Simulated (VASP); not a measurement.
# Te (P6/mmm) in VASP: notebook, part 2 of 2

VASP 6.6.1.

**3. Single point, PBE**

Input file INCAR:

```
SYSTEM = Te
  PREC = Accurate
  ENCUT = 520
  EDIFF = 1E-7
  ISMEAR = -1
  SIGMA = 0.08
  LREAL = .False.
  LASPH = .True.
  NELM = 100
  ALGO = Normal
  ISIF = 2
  LWAVE = .False.
  LCHARG = .False.
  GGA = PE
  NBANDS = 9
```

Input file KPOINTS:

```
regular mesh
0
Gamma
  16 16 14
  0 0 0
```

Input file POSCAR:

```
Te
1.0
    2.8325370940      0.0000000000      0.0000000000
   -1.4162685470      2.4530490806      0.0000000000
    0.0000000000      0.0000000000      2.6477658484
Te
1
Direct
    0.0000000000      0.0000000000      0.0000000000
```

Potentials or basis: VASP PAW PBE potentials, release 64 (Te).

Run with:

```bash
cat potpaw_PBE.64/Te/POTCAR > POTCAR
mpirun -np 1 vasp_std > vasp.out
```

OUTCAR:

```text
SYSTEM = Te
   PREC = Accurate
   ENCUT = 520
   EDIFF = 1E-7
   ISMEAR = -1
   LREAL = .False.
   LASPH = .True.
   NELM = 100
   ISIF = 2
   GGA = PE

 ion  position               nearest neighbor table
   1  0.000  0.000  0.000-

  LATTYP: Found a hexagonal cell.
 ALAT       =     2.8325370940
 C/A-ratio  =     0.9347682874

  Lattice vectors:

 A1 = (   2.8325370940,   0.0000000000,   0.0000000000)
 A2 = (  -1.4162685470,   2.4530490806,   0.0000000000)
 A3 = (   0.0000000000,   0.0000000000,   2.6477658484)

[... 465 lines left out ...]
      9      32.0174      0.00000

 [... further k-points ...]

------------------------ aborting loop because EDIFF is reached ----------------------------------------

  FORCE on cell =-STRESS in cart. coord.  units (eV):
  Direction    XX          YY          ZZ          XY          YZ          ZX
  --------------------------------------------------------------------------------------
  -------------------------------------------------------------------------------------
  Total       10.0415058     10.0415058     10.0800681      0.0000000     -0.0000000      0.0000000
  in kB      874.4762203    874.4762203    877.8344684      0.0000000     -0.0000000      0.0000000
  external PRESSURE =     875.5956363 kB  Pullay stress =       0.0000000 kB

 VOLUME and BASIS-vectors are now :
 -----------------------------------------------------------------------------
  energy-cutoff  :      520.00
  volume of cell :       18.40
      direct lattice vectors                 reciprocal lattice vectors
     2.832537094  0.000000000  0.000000000     0.353040390  0.203827964  0.000000000
    -1.416268547  2.453049081  0.000000000     0.000000000  0.407655928  0.000000000
     0.000000000  0.000000000  2.647765848     0.000000000  0.000000000  0.377676901

 POSITION                                       TOTAL-FORCE (eV/Angst)
 -----------------------------------------------------------------------------------
      0.00000      0.00000      0.00000         0.000000      0.000000      0.000000
 -----------------------------------------------------------------------------------
    total drift:                               -0.000000     -0.000000      0.000000

  FREE ENERGIE OF THE ION-ELECTRON SYSTEM (eV)
  ---------------------------------------------------
  free  energy   TOTEN  =        -0.7681743427 eV

  energy  without entropy=       -0.7567537092  energy(sigma->0) =       -0.76246403
```

OSZICAR:

```text
N       E                     dE             d eps       ncg     rms          rms(c)
DAV:   1     0.128074347596E+02    0.12807E+02   -0.26268E+03  4320   0.538E+02
DAV:   2    -0.569911611740E+00   -0.13377E+02   -0.12964E+02  6005   0.759E+01
DAV:   3    -0.794372341499E+00   -0.22446E+00   -0.22362E+00  5529   0.962E+00
DAV:   4    -0.795177421659E+00   -0.80508E-03   -0.80501E-03  5753   0.649E-01
DAV:   5    -0.795180104821E+00   -0.26832E-05   -0.26843E-05  5481   0.315E-02    0.191E+01
DAV:   6    -0.776197827059E+00    0.18982E-01   -0.69034E-03  5072   0.421E-01    0.115E+01
DAV:   7    -0.768341887008E+00    0.78559E-02   -0.11113E-02  5130   0.552E-01    0.280E-01
DAV:   8    -0.768174859705E+00    0.16703E-03   -0.60754E-04  4881   0.147E-01    0.431E-02
DAV:   9    -0.768174502212E+00    0.35749E-06   -0.16470E-05  6080   0.258E-02    0.212E-02
DAV:  10    -0.768175062333E+00   -0.56012E-06   -0.11208E-06  5047   0.611E-03    0.550E-03
DAV:  11    -0.768174446787E+00    0.61555E-06   -0.25058E-07  5059   0.304E-03    0.266E-03
DAV:  12    -0.768174346724E+00    0.10006E-06   -0.45052E-09  2632   0.501E-04    0.131E-03
DAV:  13    -0.768174342681E+00    0.40432E-08   -0.13094E-09  2456   0.216E-04
   1 F= -.76817434E+00 E0= -.76246403E+00  d E =-.114206E-01
```

stdout:

```text
POSCAR found type information on POSCAR Te
 POSCAR found :  1 types and       1 ions
 scaLAPACK will be used
 LDA part: xc-table for (Slater+PW92), standard interpolation
 POSCAR, INCAR and KPOINTS ok, starting setup
 FFT: planning ... GRIDC
 FFT: planning ... GRID_SOFT
 FFT: planning ... GRID
 WAVECAR not read
 entering main loop
```

Wall time 76 s (1 thread of AMD EPYC 7R13, shared host); peak memory 0.13 GiB.

Results:

| Property | Result |
| --- | --- |
| Free energy | -0.7682 eV |
| Pressure | 87.6 GPa |
| Band gap on the k mesh | zero (bands 3 and 4 overlap by 12.94 eV) |

Levels at points of the mesh, in eV from the Fermi level:
```csv
k point,band 1,band 2,band 3,band 4,band 5,band 6
"(0.00, 0.00, 0.00)",-19.18,2.22,4.14,4.14,6.03,9.13
"(0.50, 0.00, 0.00)",-13.89,-10.74,-0.61,4.10,6.82,10.69
"(0.00, 0.00, 0.50)",-15.03,-11.14,8.10,8.10,11.00,11.73
"(0.50, 0.00, 0.50)",-9.04,-7.59,-7.18,-0.65,2.76,8.44
```

Caveat: the cell stands under pressure; spin-orbit coupling is left out, which moves the levels of the heavy elements.

**4. Single point, PBE**

This run uses another cell than the first one: it holds 3 atoms, not 1.

Input file INCAR:

```
PREC = Accurate
ENCUT = 520
EDIFF = 1E-7
ISMEAR = -1
SIGMA = 0.08
LREAL = False
LASPH = True
NELM = 80
ALGO = Normal
ISIF = 2
LWAVE = False
LCHARG = False
GGA = PE
NBANDS = 16
```

Input file KPOINTS:

```
regular mesh
0
Gamma
  8 8 11
```

Input file POSCAR:

```
Te
1.0
    4.6871724466      0.0000000000      0.0000000000
   -2.3435862233      4.0592104107      0.0000000000
    0.0000000000      0.0000000000      2.7618378951
Te
3
Direct
    0.0000000000      0.0000000000      0.0000000000
    0.3333333333      0.6666666667      0.5000000000
    0.6666666667      0.3333333333      0.5000000000
```

Run with:

```bash
cat potpaw_PBE.64/Te/POTCAR > POTCAR
mpirun -np 1 vasp_std > vasp.out
```

Wall time 1.7 min (1 thread of AMD EPYC 7R13, shared host); peak memory 0.17 GiB.

Results (log left out):

```yaml
Free_energy: -2.6121 eV
Pressure: 87.4 GPa
Band_gap_on_the_k_mesh: zero (bands 9 and 10 overlap by 9.14 eV)
```

Stress tensor (GPa, compression positive):
```
87.34  0.00  0.00
 0.00 87.34  0.00
 0.00  0.00 87.60
```

Levels at points of the mesh, in eV from the Fermi level:
```
           k point  band 5  band 6  band 7  band 8  band 9  band 10  band 11  band 12  band 13  band 14
(0.00, 0.00, 0.00)   -8.26   -7.86   -7.86    0.24    4.78     6.08     6.08     7.03     7.21    10.46
(0.50, 0.00, 0.00)   -3.18   -2.84   -1.15   -0.93    0.65     2.69     2.84     5.55     5.67     6.52
```

Caveat: the cell stands under pressure; spin-orbit coupling is left out, which moves the levels of the heavy elements.

**5. Single point, PBE**

This run uses another cell than the first one: it holds 3 atoms, not 1.

Input file INCAR:

```
SYSTEM = Te
PREC = Accurate
ENCUT = 520
EDIFF = 1E-6
ISMEAR = -1
SIGMA = 0.08
LREAL = .FALSE.
LASPH = .TRUE.
NELM = 100
ALGO = Normal
ISIF = 2
LWAVE = .FALSE.
LCHARG = .TRUE.
GGA = PE
LELF = .TRUE.
LVHAR = .TRUE.
NBANDS = 16
```

Input file KPOINTS:

```
regular mesh
0
G
  8 8 11
  0 0 0
```

POSCAR is that of step 4.

Run with:

```bash
cat potpaw_PBE.64/Te/POTCAR > POTCAR
mpirun -np 1 vasp_std > vasp.out
```

It took 1.7 min on 1 thread of AMD EPYC 7R13, shared host; peak memory 0.17 GiB.

The run converged. Its results:

```yaml
Free_energy: -2.6121 eV
Pressure: 87.4 GPa
Band_gap_on_the_k_mesh: zero (bands 9 and 10 overlap by 9.14 eV)
```

Stress tensor (GPa, compression positive):
```
87.34  0.00  0.00
 0.00 87.34  0.00
 0.00  0.00 87.60
```

Levels at points of the mesh, in eV from the Fermi level:
| k point | band 5 | band 6 | band 7 | band 8 | band 9 | band 10 | band 11 | band 12 | band 13 | band 14 |
| --- | --- | --- | --- | --- | --- | --- | --- | --- | --- | --- |
| (0.00, 0.00, 0.00) | -8.26 | -7.86 | -7.86 | 0.24 | 4.78 | 6.08 | 6.08 | 7.03 | 7.21 | 10.46 |
| (0.50, 0.00, 0.00) | -3.18 | -2.84 | -1.15 | -0.93 | 0.65 | 2.69 | 2.84 | 5.55 | 5.67 | 6.52 |

Caveat: the cell stands under pressure; spin-orbit coupling is left out, which moves the levels of the heavy elements.

**6. Relaxation of cell and atoms, PBE, target pressure 87 GPa, at which the enthalpy is minimised**

This run uses another cell than the first one, of 17.62 Å³/atom.

Input file INCAR:

```
SYSTEM = Te
  ALGO = Normal
  EDIFF = 1E-6
  EDIFFG = -0.005
  ENCUT = 600
  GGA = PE
  IBRION = 2
  ISIF = 3
  ISMEAR = -1
  LASPH = .True.
  LCHARG = .False.
  LREAL = .False.
  LWAVE = .False.
  NELM = 80
  NSW = 60
  PREC = Accurate
  PSTRESS = 870.0
  SIGMA = 0.08
```

Input file KPOINTS:

```
k-points
0
Gamma
  16 16 14
  0 0 0
```

Input file POSCAR:

```
Te
1.0
    2.7868762949      0.0000000000      0.0000000000
   -1.3934381475      2.4135056686      0.0000000000
    0.0000000000      0.0000000000      2.6196637172
Te
1
Direct
    0.0000000000      0.0000000000      0.0000000000
```

Potentials or basis: VASP PAW PBE potentials, release 64 (Te).

Run with:

```bash
cat potpaw_PBE.64/Te/POTCAR > POTCAR
mpirun -np 1 vasp_std > vasp.out
```

Wall time 5.1 min (1 thread of AMD EPYC 7R13, shared host); peak memory 0.15 GiB.

It converged, with:

* Free energy: -0.7839 eV
* Relaxed volume: 18.43 Å³/atom
* Relaxed cell: a = 2.834 Å, b = 2.834 Å, c = 2.650 Å, α = 90.00°, β = 90.00°, γ = 120.00°
* Space group after relaxing (to 0.1 Å): P6/mmm (No. 191)
* Energy change on relaxing (the run minimises the enthalpy): -478.3 meV/atom
* Ionic steps: 9
* Pressure after relaxing: 87.0 GPa
* Band gap on the k mesh: zero (bands 3 and 4 overlap by 12.92 eV)

The path:
```
step  energy change (eV)  largest force (eV/Å)  pressure (GPa)  volume (Å³)
   1              0.0000                0.0000          103.60        17.62
   2             -1.9799                0.0000           32.98        22.70
   3             -0.5295                0.0000           85.25        18.52
   4             -0.4820                0.0000           86.84        18.43
   5             -0.4730                0.0000           87.15        18.42
   6             -0.4705                0.0000           87.34        18.41
   7             -0.4724                0.0000           87.22        18.42
   8             -0.4985                0.0000           86.34        18.46
   9             -0.4783                0.0000           87.02        18.43
```

Final structure:
```yaml
crystal:
  lattice:
    - [2.83351, 0.00000, 0.00000]
    - [-1.41676, 2.45389, 0.00000]
    - [0.00000, 0.00000, 2.65008]
  atoms:
    - { symbol: Te, position: [0.00000, 0.00000, 0.00000] }
```

Levels at points of the mesh, in eV from the Fermi level:
```
           k point  band 1  band 2  band 3  band 4  band 5  band 6  band 7
(0.00, 0.00, 0.00)  -19.16    2.20    4.14    4.14    6.02    9.14    9.82
(0.50, 0.00, 0.00)  -13.88  -10.72   -0.61    4.10    6.79   10.69   12.35
(0.00, 0.00, 0.50)  -15.03  -11.12    8.09    8.09   11.01   11.73   12.83
(0.50, 0.00, 0.50)   -9.05   -7.58   -7.17   -0.64    2.75    8.45    8.57
```

Caveat: the cell is relaxed towards a set pressure, so the run minimises the enthalpy, not the energy; spin-orbit coupling is left out, which moves the levels of the heavy elements.

**7. Overview**

```tsv
task	cell	k mesh	cutoff (eV)	gap on the mesh (eV)	pressure (GPa)
single point	a = 2.833, b = 2.833, c = 2.648 Å, angles 90.0, 90.0, 120.0°, 1 atom, atomic positions A	16 × 16 × 14	520	none	87.6
single point	a = 4.687, b = 4.687, c = 2.762 Å, angles 90.0, 90.0, 120.0°, 3 atoms, atomic positions B	8 × 8 × 11	520	none	87.4
relaxation of cell and atoms	relaxed to 87 GPa from a = 2.787, b = 2.787, c = 2.620 Å, angles 90.0, 90.0, 120.0°, 1 atom, atomic positions A	16 × 16 × 14	600	none	87.0
```

Alike in all rows: level PBE; potentials or basis VASP PAW PBE potentials, release 64 (Te); no spin polarisation; smearing fermi-dirac 0.08 eV.

Caveats: spin-orbit coupling is left out, which moves the levels of the heavy elements; the cell stands under pressure (at least some runs); the cell is relaxed towards a set pressure, so the run minimises the enthalpy, not the energy (at least some runs).

Total energies depend on the potentials used, so only differences within one code and one set of settings carry meaning.
